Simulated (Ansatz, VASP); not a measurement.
One calculation of Y, two programs

```
Y
1.0
     5.58244   -2.56949   -0.60586
     5.58244    2.56949   -0.60586
    -0.73825    0.00000    3.46763
Y
3
Direct
  0.66668 0.66668 0.66690
  0.33332 0.33332 0.33310
  0.00000 0.00000 0.00000
```

Alike in both runs: functional PBE; k mesh 4 × 4 × 4; occupations gaussian, width 0.1 eV; no spin polarisation.

Ansatz relaxed the structure, and its values are those at the end. VASP's run is a single point on that final structure, the one shown.

|  | VASP | Ansatz |
| --- | --- | --- |
| version | VASP 6.6.1 | Ansatz 0.2.0 |
| potentials or method | VASP PAW PBE potentials, release 64 (Y_sv), cutoff 520 eV | scalar-relativistic, plane waves, PAW |
| valence electrons in the cell | 33 | 33 |

Ansatz gave:

- gap on the k mesh at the Fermi level (eV): none
- pressure (GPa): 0.1

Q: Which values does VASP return?

A: gap on the k mesh at the Fermi level (eV): none; pressure (GPa): 0.0.

A gap of «none» marks a metal or a gap that the smearing closes.

The k mesh is coarse, so the values compare programs but aren't converged.
